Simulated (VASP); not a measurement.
# V (Pm-3m) in VASP: a series of runs, part 2 of 2

VASP 6.6.1.

## 4. Single point, PBE

This run uses another cell than the first one, of 15.57 Å³/atom, 1.039 times its volume.

INCAR reads:

```
SYSTEM = V
PREC = Accurate ; ENCUT = 520
EDIFF = 1E-6 ; ISMEAR = -1
SIGMA = 0.06122561905347299 ; LREAL = .FALSE.
LASPH = .TRUE. ; NELM = 80
ALGO = Normal ; ISIF = 2
LWAVE = .FALSE. ; LCHARG = .FALSE.
GGA = PE ; NBANDS = 12
```

KPOINTS reads:

```
regular mesh
0
G
  15 15 15
  0 0 0
```

POSCAR reads:

```
V
1.0
    2.4970196270      0.0000000000      0.0000000000
    0.0000000000      2.4970196270      0.0000000000
    0.0000000000      0.0000000000      2.4970196270
V
1
Direct
    0.0000000000      0.0000000000      0.0000000000
```

Potentials or basis: VASP PAW PBE potentials, release 64 (V_sv).

On the command line:

```bash
$ cat potpaw_PBE.64/V_sv/POTCAR > POTCAR
$ mpirun -np 1 vasp_std > vasp.out
```

OUTCAR:

```text
SYSTEM = V
   PREC = Accurate
   ENCUT = 520
   EDIFF = 1E-6
   ISMEAR = -1
   LREAL = .FALSE.
   LASPH = .TRUE.
   NELM = 80
   ISIF = 2
   GGA = PE

 ion  position               nearest neighbor table
   1  0.000  0.000  0.000-

  LATTYP: Found a simple cubic cell.
 ALAT       =     2.4970196270

  Lattice vectors:

 A1 = (   2.4970196270,   0.0000000000,   0.0000000000)
 A2 = (   0.0000000000,   2.4970196270,   0.0000000000)
 A3 = (   0.0000000000,   0.0000000000,   2.4970196270)

Analysis of symmetry for initial positions (statically):
=====================================================================
 Subroutine PRICEL returns:
 Original cell was already a primitive cell.

 Routine SETGRP: Setting up the symmetry group for a
 simple cubic supercell.

 Subroutine GETGRP returns: Found 48 space group operations
 (whereof 48 operations were pure point group operations)
 out of a pool of 48 trial point group operations.

The static configuration has the point symmetry O_h .

Analysis of symmetry for dynamics (positions and initial velocities):
[... 158 lines left out ...]

 val. band max:        8.1316531241   @ k =   0.3333   0.2000   0.1333
 cond. band min:       8.1835757914   @ k =   0.4667   0.4000   0.2000
 fundamental gap:      0.0519226674
 Fermi energy:         8.1447043603

 k-point     1 :       0.0000    0.0000    0.0000
  band No.  band energies     occupation
      1     -55.7359      2.00000
      2     -29.0817      2.00000
      3     -29.0817      2.00000
      4     -29.0817      2.00000
      5       1.9683      2.00000
      6       6.1999      2.00000
      7       6.1999      2.00000
      8      11.4348      0.00000
      9      11.4348      0.00000
     10      11.4348      0.00000
     11      25.7256      0.00000
     12      25.7256      0.00000
[... 331 lines left out ...]
 k-point    24 :       0.3333    0.2000    0.0000
  band No.  band energies     occupation
      1     -55.5927      2.00000
      2     -29.7089      2.00000
      3     -29.3212      2.00000
      4     -28.9973      2.00000
      5       5.2206      2.00000
      6       7.0452      2.00000
      7       8.1103      1.27364
      8      10.0420      0.00000
      9      10.1303      0.00000
     10      10.9447      0.00000
     11      17.7351      0.00000
     12      23.3701      0.00000

 [... further k-points ...]
[... 5 lines left out ...]
  --------------------------------------------------------------------------------------
  -------------------------------------------------------------------------------------
  Total       -0.6351993     -0.6351993     -0.6351993      0.0000000      0.0000000      0.0000000
  in kB      -65.3664207    -65.3664207    -65.3664207      0.0000000      0.0000000      0.0000000
  external PRESSURE =     -65.3664207 kB  Pullay stress =       0.0000000 kB

 VOLUME and BASIS-vectors are now :
 -----------------------------------------------------------------------------
  energy-cutoff  :      520.00
  volume of cell :       15.57
      direct lattice vectors                 reciprocal lattice vectors
     2.497019627  0.000000000  0.000000000     0.400477429  0.000000000  0.000000000
     0.000000000  2.497019627  0.000000000     0.000000000  0.400477429  0.000000000
     0.000000000  0.000000000  2.497019627     0.000000000  0.000000000  0.400477429

 POSITION                                       TOTAL-FORCE (eV/Angst)
 -----------------------------------------------------------------------------------
      0.00000      0.00000      0.00000         0.000000      0.000000      0.000000
 -----------------------------------------------------------------------------------
    total drift:                               -0.000000     -0.000000     -0.000000

  FREE ENERGIE OF THE ION-ELECTRON SYSTEM (eV)
  ---------------------------------------------------
  free  energy   TOTEN  =        -8.1308122897 eV

  energy  without entropy=       -8.1076665180  energy(sigma->0) =       -8.11923940
```

stdout:

```text
POSCAR found type information on POSCAR V
 POSCAR found :  1 types and       1 ions
 scaLAPACK will be used
 LDA part: xc-table for (Slater+PW92), standard interpolation
 POSCAR, INCAR and KPOINTS ok, starting setup
 FFT: planning ... GRIDC
 FFT: planning ... GRID_SOFT
 FFT: planning ... GRID
 WAVECAR not read
 entering main loop
```

It took 25 s on 1 thread of AMD EPYC 7R13, shared host; peak memory 0.11 GiB.

Results:

```
Free energy : -8.1308 eV
Pressure    : -6.5 GPa
```

## 5. Single point, PBE

This run uses another cell than the first one, of 15.57 Å³/atom, 1.039 times its volume.

INCAR reads:

```
PREC = Accurate
ENCUT = 520
EDIFF = 1E-6
ISMEAR = -1
SIGMA = 0.06122561905347299
LREAL = False
LASPH = True
NELM = 100
ALGO = Normal
ISIF = 2
LWAVE = False
LCHARG = True
GGA = PE
LELF = True
LVHAR = True
NBANDS = 12
```

KPOINTS reads:

```
regular mesh
0
Gamma
  15 15 15
```

POSCAR is that of step 4.

On the command line:

```bash
$ cat potpaw_PBE.64/V_sv/POTCAR > POTCAR
$ mpirun -np 1 vasp_std > vasp.out
```

It took 24 s on 1 thread of AMD EPYC 7R13, shared host; peak memory 0.11 GiB.

The run converged. Its results:

```
Free energy : -8.1308 eV
Pressure    : -6.5 GPa
```

Levels at points of the mesh, in eV from the Fermi level:
```tsv
k point	band 3	band 4	band 5	band 6	band 7	band 8	band 9	band 10	band 11	band 12
(0.00, 0.00, 0.00)	-37.23	-37.23	-6.18	-1.94	-1.94	3.29	3.29	3.29	17.58	17.58
```

## 6. Single point, PBE

This run uses another cell than the first one, of 15.28 Å³/atom, 1.020 times its volume.

INCAR reads:

```
SYSTEM = V
PREC = Accurate
ENCUT = 520
EDIFF = 1E-6
ISMEAR = -1
SIGMA = 0.06122561905347299
LREAL = .False.
LASPH = .True.
NELM = 100
ALGO = Normal
ISIF = 2
LWAVE = .False.
LCHARG = .True.
GGA = PE
LELF = .True.
LVHAR = .True.
NBANDS = 12
```

KPOINTS reads:

```
Automatic mesh
0
Gamma
  44 44 44
  0 0 0
```

POSCAR reads:

```
V
1.0
    2.4812152819      0.0000000000      0.0000000000
    0.0000000000      2.4812152819      0.0000000000
    0.0000000000      0.0000000000      2.4812152819
V
1
Direct
    0.0000000000      0.0000000000      0.0000000000
```

Potentials or basis: VASP PAW PBE potentials, release 64 (V_sv).

On the command line:

```bash
$ cat potpaw_PBE.64/V_sv/POTCAR > POTCAR
$ mpirun -np 1 vasp_std > vasp.out
```

OUTCAR:

```text
SYSTEM = V
   PREC = Accurate
   ENCUT = 520
   EDIFF = 1E-6
   ISMEAR = -1
   LREAL = .False.
   LASPH = .True.
   NELM = 100
   ISIF = 2
   GGA = PE

 ion  position               nearest neighbor table
   1  0.000  0.000  0.000-

  LATTYP: Found a simple cubic cell.
 ALAT       =     2.4812152819

  Lattice vectors:

 A1 = (   2.4812152819,   0.0000000000,   0.0000000000)
 A2 = (   0.0000000000,   2.4812152819,   0.0000000000)
[... 536 lines left out ...]
     10      11.7171      0.00000
     11      26.0270      0.00000
     12      26.0416      0.00000

 [... further k-points ...]

------------------------ aborting loop because EDIFF is reached ----------------------------------------

  FORCE on cell =-STRESS in cart. coord.  units (eV):
  Direction    XX          YY          ZZ          XY          YZ          ZX
  --------------------------------------------------------------------------------------
  -------------------------------------------------------------------------------------
  Total       -0.4553485     -0.4553485     -0.4553485      0.0000000      0.0000000      0.0000000
  in kB      -47.7596472    -47.7596472    -47.7596472      0.0000000      0.0000000      0.0000000
  external PRESSURE =     -47.7596472 kB  Pullay stress =       0.0000000 kB

 VOLUME and BASIS-vectors are now :
 -----------------------------------------------------------------------------
  energy-cutoff  :      520.00
  volume of cell :       15.28
      direct lattice vectors                 reciprocal lattice vectors
     2.481215282  0.000000000  0.000000000     0.403028309  0.000000000  0.000000000
     0.000000000  2.481215282  0.000000000     0.000000000  0.403028309  0.000000000
     0.000000000  0.000000000  2.481215282     0.000000000  0.000000000  0.403028309

 POSITION                                       TOTAL-FORCE (eV/Angst)
 -----------------------------------------------------------------------------------
      0.00000      0.00000      0.00000         0.000000      0.000000      0.000000
 -----------------------------------------------------------------------------------
    total drift:                               -0.000000      0.000000      0.000000

  FREE ENERGIE OF THE ION-ELECTRON SYSTEM (eV)
  ---------------------------------------------------
  free  energy   TOTEN  =        -8.1459763983 eV

  energy  without entropy=       -8.1275699811  energy(sigma->0) =       -8.13677319
```

It took 1.8 min on 1 thread of Intel Xeon 6975P-C (Granite Rapids), shared host; peak memory 0.48 GiB.

What came out:

```
Free energy : -8.1460 eV
Pressure    : -4.8 GPa
```

Levels at points of the mesh, in eV from the Fermi level:
| k point | band 5 | band 6 | band 7 | band 8 | band 9 | band 10 |
| --- | --- | --- | --- | --- | --- | --- |
| (0.00, 0.00, 0.00) | -6.25 | -2.02 | -2.02 | 3.35 | 3.35 | 3.35 |
| (0.50, 0.00, 0.00) | -2.22 | -1.29 | -0.21 | 1.47 | 1.47 | 3.52 |
| (0.50, 0.50, 0.00) | -3.34 | -0.69 | 1.88 | 1.88 | 4.51 | 5.88 |
| (0.50, 0.50, 0.50) | -1.80 | -1.80 | -1.80 | 4.61 | 4.61 | 10.30 |

## 7. The runs side by side

```csv
cell,k mesh,gap on the mesh (eV),pressure (GPa)
"a = 2.465 Å, 1 atom",15 × 15 × 15,none,-1.9
"a = 2.481 Å, 1 atom",15 × 15 × 15,none,-4.3
"a = 2.497 Å, 1 atom",15 × 15 × 15,none,-6.5
"a = 2.481 Å, 1 atom",44 × 44 × 44,none,-4.8
```

Alike in all rows: task single point; level PBE; potentials or basis VASP PAW PBE potentials, release 64 (V_sv); no spin polarisation; cutoff (eV) 520; smearing fermi-dirac 0.0612256 eV.

Total energies depend on the potentials used, so only differences within one code and one set of settings carry meaning.
